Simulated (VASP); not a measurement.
# ZnAu (Pm-3m) in VASP: further runs, part 2 of 2

VASP 6.6.1. The steps go on from the part before.

## 4. Single point, PBE (volume scaled by 0.97)

The input, INCAR:

```
ALGO = Normal ; EDIFF = 1E-7
ENCUT = 520 ; GGA = PE
ISIF = 2 ; ISMEAR = 0
LASPH = T ; LCHARG = T
LELF = T ; LREAL = F
LVHAR = T ; LWAVE = F
NBANDS = 18 ; NELM = 60
PREC = Accurate ; SIGMA = 0.1
```

The input, KPOINTS:

```
k-points
0
Gamma
  14 14 14
```

The input, POSCAR:

```
ZnAu
1.0
    3.1545058572      0.0000000000      0.0000000000
    0.0000000000      3.1545058572      0.0000000000
    0.0000000000      0.0000000000      3.1545058572
Zn Au
1 1
Direct
    0.5000000000      0.5000000000      0.5000000000
    0.0000000000      0.0000000000      0.0000000000
```

Potentials or basis: VASP PAW PBE potentials, release 64 (Zn, Au).

Launch:

```console
cat potpaw_PBE.64/Zn/POTCAR potpaw_PBE.64/Au/POTCAR > POTCAR
mpirun -np 1 vasp_std > vasp.out
```

OUTCAR:

```text
EDIFF = 1E-7
   ENCUT = 520
   GGA = PE
   ISIF = 2
   ISMEAR = 0
   LASPH = T
   LREAL = F
   NELM = 60
   PREC = Accurate

 ion  position               nearest neighbor table
   1  0.500  0.500  0.500-   2 2.73   2 2.73   2 2.73   2 2.73   2 2.73   2 2.73   2 2.73   2 2.73

   2  0.000  0.000  0.000-   1 2.73   1 2.73   1 2.73   1 2.73   1 2.73   1 2.73   1 2.73   1 2.73

  LATTYP: Found a simple cubic cell.
 ALAT       =     3.1545058572

  Lattice vectors:

 A1 = (   3.1545058572,   0.0000000000,   0.0000000000)
 A2 = (   0.0000000000,   3.1545058572,   0.0000000000)
 A3 = (   0.0000000000,   0.0000000000,   3.1545058572)

Analysis of symmetry for initial positions (statically):
=====================================================================
 Subroutine PRICEL returns:
 Original cell was already a primitive cell.

 Routine SETGRP: Setting up the symmetry group for a
 simple cubic supercell.

 Subroutine GETGRP returns: Found 48 space group operations
 (whereof 48 operations were pure point group operations)
 out of a pool of 48 trial point group operations.

[... 155 lines left out ...]
 Free energy of the ion-electron system (eV)
  ---------------------------------------------------
  ext. energy  EPLUGINS =         0.00000000
  ---------------------------------------------------
  free energy    TOTEN  =        -4.73466633 eV

  energy without entropy =       -4.73089976  energy(sigma->0) =       -4.73278305

 E-fermi :   7.0058     XC(G=0): -12.3376

 val. band max:        6.9862300652   @ k =   0.3571   0.2857   0.0714
 cond. band min:       7.0495496817   @ k =   0.5000   0.5000   0.2143
 fundamental gap:      0.0633196165
 Fermi energy:         7.0058311890

 k-point     1 :       0.0000    0.0000    0.0000
  band No.  band energies     occupation
      1      -3.5442      2.00000
      2      -1.0850      2.00000
      3      -1.0850      2.00000
      4      -0.4104      2.00000
      5      -0.4104      2.00000
      6      -0.4104      2.00000
[... 481 lines left out ...]
      5      -0.3938      2.00000
      6      -0.0213      2.00000
[... 10 lines left out ...]
     17      21.2620      0.00000
     18      21.6711      0.00000

 [... further k-points ...]
[... 5 lines left out ...]
  --------------------------------------------------------------------------------------
  -------------------------------------------------------------------------------------
  Total        0.7773425      0.7773425      0.7773425      0.0000000      0.0000000     -0.0000000
  in kB       39.6760998     39.6760998     39.6760998      0.0000000      0.0000000     -0.0000000
  external PRESSURE =      39.6760998 kB  Pullay stress =       0.0000000 kB

 VOLUME and BASIS-vectors are now :
 -----------------------------------------------------------------------------
  energy-cutoff  :      520.00
  volume of cell :       31.39
      direct lattice vectors                 reciprocal lattice vectors
     3.154505857  0.000000000  0.000000000     0.317006861  0.000000000  0.000000000
     0.000000000  3.154505857  0.000000000     0.000000000  0.317006861  0.000000000
     0.000000000  0.000000000  3.154505857     0.000000000  0.000000000  0.317006861

 POSITION                                       TOTAL-FORCE (eV/Angst)
 -----------------------------------------------------------------------------------
      1.57725      1.57725      1.57725         0.000000      0.000000      0.000000
      0.00000      0.00000      0.00000         0.000000      0.000000      0.000000
 -----------------------------------------------------------------------------------
    total drift:                                0.000000      0.000000     -0.000000

  FREE ENERGIE OF THE ION-ELECTRON SYSTEM (eV)
  ---------------------------------------------------
  free  energy   TOTEN  =        -4.7346663306 eV

  energy  without entropy=       -4.7308997649  energy(sigma->0) =       -4.73278305
```

stdout:

```text
POSCAR found type information on POSCAR ZnAu
 POSCAR found :  2 types and       2 ions
 scaLAPACK will be used
 LDA part: xc-table for (Slater+PW92), standard interpolation
 POSCAR, INCAR and KPOINTS ok, starting setup
 FFT: planning ... GRIDC
 FFT: planning ... GRID_SOFT
 FFT: planning ... GRID
 WAVECAR not read
 entering main loop
```

Wall time 100 s (1 thread of AMD EPYC 7R13, shared host); peak memory 0.17 GiB.

What came out:

- Free energy: -4.7347 eV
- Pressure: 4.0 GPa

Levels at points of the mesh, in eV from the Fermi level:
```csv
k point,band 8,band 9,band 10,band 11,band 12,band 13,band 14,band 15,band 16,band 17
"(0.00, 0.00, 0.00)",-5.41,-3.73,-3.73,-3.73,4.99,4.99,4.99,8.77,12.08,12.08
"(0.50, 0.00, 0.00)",-5.42,-4.89,-4.89,-3.89,-2.38,10.41,11.10,11.10,11.15,11.15
"(0.50, 0.50, 0.00)",-4.08,-4.08,-3.16,-1.95,-1.95,0.82,2.46,10.37,12.66,12.66
"(0.50, 0.50, 0.50)",-6.39,-3.11,-3.11,1.39,3.55,3.75,3.75,3.75,5.86,5.86
```

Caveat: spin-orbit coupling is left out, which moves the levels of the heavy elements.

## 5. Single point, PBE (volume scaled by 1.03)

The input, INCAR:

```
SYSTEM = ZnAu
  PREC = Accurate
  ENCUT = 520
  EDIFF = 1E-7
  ISMEAR = 0
  SIGMA = 0.1
  LREAL = .FALSE.
  LASPH = .TRUE.
  NELM = 100
  ALGO = Normal
  ISIF = 2
  LWAVE = .FALSE.
  LCHARG = .FALSE.
  GGA = PE
  NBANDS = 18
```

The input, KPOINTS:

```
Automatic mesh
0
G
  14 14 14
  0 0 0
```

The input, POSCAR:

```
ZnAu
1.0
    3.2182504226      0.0000000000      0.0000000000
    0.0000000000      3.2182504226      0.0000000000
    0.0000000000      0.0000000000      3.2182504226
Zn Au
1 1
Direct
    0.5000000000      0.5000000000      0.5000000000
    0.0000000000      0.0000000000      0.0000000000
```

Potentials or basis: VASP PAW PBE potentials, release 64 (Zn, Au).

Launch:

```console
cat potpaw_PBE.64/Zn/POTCAR potpaw_PBE.64/Au/POTCAR > POTCAR
mpirun -np 1 vasp_std > vasp.out
```

OUTCAR:

```text
SYSTEM = ZnAu
   PREC = Accurate
   ENCUT = 520
   EDIFF = 1E-7
   ISMEAR = 0
   LREAL = .FALSE.
   LASPH = .TRUE.
   NELM = 100
   ISIF = 2
   GGA = PE

 ion  position               nearest neighbor table
   1  0.500  0.500  0.500-   2 2.79   2 2.79   2 2.79   2 2.79   2 2.79   2 2.79   2 2.79   2 2.79

   2  0.000  0.000  0.000-   1 2.79   1 2.79   1 2.79   1 2.79   1 2.79   1 2.79   1 2.79   1 2.79

  LATTYP: Found a simple cubic cell.
 ALAT       =     3.2182504226

  Lattice vectors:

 A1 = (   3.2182504226,   0.0000000000,   0.0000000000)
 A2 = (   0.0000000000,   3.2182504226,   0.0000000000)
 A3 = (   0.0000000000,   0.0000000000,   3.2182504226)

Analysis of symmetry for initial positions (statically):
=====================================================================
 Subroutine PRICEL returns:
 Original cell was already a primitive cell.

 Routine SETGRP: Setting up the symmetry group for a
 simple cubic supercell.

 Subroutine GETGRP returns: Found 48 space group operations
 (whereof 48 operations were pure point group operations)
 out of a pool of 48 trial point group operations.

[... 157 lines left out ...]
  ext. energy  EPLUGINS =         0.00000000
  ---------------------------------------------------
  free energy    TOTEN  =        -4.73812388 eV

  energy without entropy =       -4.73470145  energy(sigma->0) =       -4.73641266

 E-fermi :   6.2769     XC(G=0): -11.9983

 val. band max:        6.2634513109   @ k =   0.3571   0.2857   0.0714
 cond. band min:       6.3052426794   @ k =   0.5000   0.4286   0.2857
 fundamental gap:      0.0417913685
 Fermi energy:         6.2769454217

 k-point     1 :       0.0000    0.0000    0.0000
  band No.  band energies     occupation
      1      -3.7128      2.00000
      2      -1.5316      2.00000
      3      -1.5316      2.00000
      4      -0.9838      2.00000
      5      -0.9838      2.00000
      6      -0.9838      2.00000
[... 481 lines left out ...]
      5      -0.9737      2.00000
      6      -0.5234      2.00000
[... 10 lines left out ...]
     17      19.9984      0.00000
     18      20.4998      0.00000

 [... further k-points ...]
[... 5 lines left out ...]
  --------------------------------------------------------------------------------------
  -------------------------------------------------------------------------------------
  Total       -0.6401537     -0.6401537     -0.6401537     -0.0000000      0.0000000     -0.0000000
  in kB      -30.7705562    -30.7705562    -30.7705562     -0.0000000      0.0000000     -0.0000000
  external PRESSURE =     -30.7705562 kB  Pullay stress =       0.0000000 kB

 VOLUME and BASIS-vectors are now :
 -----------------------------------------------------------------------------
  energy-cutoff  :      520.00
  volume of cell :       33.33
      direct lattice vectors                 reciprocal lattice vectors
     3.218250423  0.000000000  0.000000000     0.310727839  0.000000000  0.000000000
     0.000000000  3.218250423  0.000000000     0.000000000  0.310727839  0.000000000
     0.000000000  0.000000000  3.218250423     0.000000000  0.000000000  0.310727839

 POSITION                                       TOTAL-FORCE (eV/Angst)
 -----------------------------------------------------------------------------------
      1.60913      1.60913      1.60913         0.000000      0.000000      0.000000
      0.00000      0.00000      0.00000         0.000000      0.000000      0.000000
 -----------------------------------------------------------------------------------
    total drift:                                0.000000      0.000000     -0.000000

  FREE ENERGIE OF THE ION-ELECTRON SYSTEM (eV)
  ---------------------------------------------------
  free  energy   TOTEN  =        -4.7381238755 eV

  energy  without entropy=       -4.7347014532  energy(sigma->0) =       -4.73641266
```

stdout:

```text
POSCAR found type information on POSCAR ZnAu
 POSCAR found :  2 types and       2 ions
 scaLAPACK will be used
 LDA part: xc-table for (Slater+PW92), standard interpolation
 POSCAR, INCAR and KPOINTS ok, starting setup
 FFT: planning ... GRIDC
 FFT: planning ... GRID_SOFT
 FFT: planning ... GRID
 WAVECAR not read
 entering main loop
```

It took 1.8 min on 1 thread of AMD EPYC 7R13, shared host; peak memory 0.17 GiB.

What came out:

```
Free energy : -4.7381 eV
Pressure    : -3.1 GPa
```

Levels at points of the mesh, in eV from the Fermi level:
```csv
k point,band 10,band 11,band 12,band 13,band 14,band 15
"(0.00, 0.00, 0.00)",-3.62,-3.62,4.92,4.92,4.92,8.05
"(0.50, 0.00, 0.00)",-4.63,-3.73,-2.35,10.31,10.65,10.65
"(0.50, 0.50, 0.00)",-3.08,-1.69,-1.69,0.63,2.12,10.06
"(0.50, 0.50, 0.50)",-3.03,1.23,3.20,3.71,3.71,3.71
```

Caveat: spin-orbit coupling is left out, which moves the levels of the heavy elements.

## 6. Single point, PBE (volume scaled by 1.06)

The input, INCAR:

```
SYSTEM = ZnAu
PREC = Accurate ; ENCUT = 520
EDIFF = 1E-6 ; ISMEAR = 0
SIGMA = 0.1 ; LREAL = .False.
LASPH = .True. ; NELM = 100
ALGO = Fast ; ISIF = 2
LWAVE = .False. ; LCHARG = .False.
GGA = PE ; NBANDS = 18
```

The input, KPOINTS:

```
Automatic mesh
0
Gamma
  14 14 14
  0 0 0
```

The input, POSCAR:

```
ZnAu
1.0
    3.2491970366      0.0000000000      0.0000000000
    0.0000000000      3.2491970366      0.0000000000
    0.0000000000      0.0000000000      3.2491970366
Zn Au
1 1
Direct
    0.5000000000      0.5000000000      0.5000000000
    0.0000000000      0.0000000000      0.0000000000
```

Potentials or basis: VASP PAW PBE potentials, release 64 (Zn, Au).

Launch:

```console
cat potpaw_PBE.64/Zn/POTCAR potpaw_PBE.64/Au/POTCAR > POTCAR
mpirun -np 1 vasp_std > vasp.out
```

Run time: 2.1 min. Hardware: 1 thread of AMD EPYC 7R13, shared host; peak memory 0.17 GiB.

The run converged. Its results:

- Free energy: -4.7117 eV
- Pressure: -5.6 GPa

Levels at points of the mesh, in eV from the Fermi level:
| k point | band 8 | band 9 | band 10 | band 11 | band 12 | band 13 | band 14 | band 15 | band 16 | band 17 |
| --- | --- | --- | --- | --- | --- | --- | --- | --- | --- | --- |
| (0.00, 0.00, 0.00) | -5.04 | -3.56 | -3.56 | -3.56 | 4.88 | 4.88 | 4.88 | 7.72 | 11.50 | 11.50 |
| (0.50, 0.00, 0.00) | -5.10 | -4.51 | -4.51 | -3.66 | -2.33 | 10.26 | 10.42 | 10.42 | 10.59 | 10.59 |
| (0.50, 0.50, 0.00) | -3.88 | -3.88 | -3.04 | -1.57 | -1.57 | 0.55 | 1.97 | 9.91 | 12.33 | 12.33 |
| (0.50, 0.50, 0.50) | -5.79 | -3.00 | -3.00 | 1.15 | 3.04 | 3.69 | 3.69 | 3.69 | 5.46 | 5.46 |

Caveat: spin-orbit coupling is left out, which moves the levels of the heavy elements.

## 7. Overview

| cell | gap on the mesh (eV) | pressure (GPa) |
| --- | --- | --- |
| a = 3.122 Å, 2 atoms | none | 8.7 |
| a = 3.147 Å, 2 atoms | none | 5.0 |
| a = 3.155 Å, 2 atoms | none | 4.0 |
| a = 3.218 Å, 2 atoms | none | -3.1 |
| a = 3.249 Å, 2 atoms | none | -5.6 |

Alike in all rows: task single point; level PBE; potentials or basis VASP PAW PBE potentials, release 64 (Zn, Au); no spin polarisation; k mesh 14 × 14 × 14; cutoff (eV) 520; smearing gaussian 0.1 eV.

Caveats: spin-orbit coupling is left out, which moves the levels of the heavy elements.

Total energies depend on the potentials used, so only differences within one code and one set of settings carry meaning.
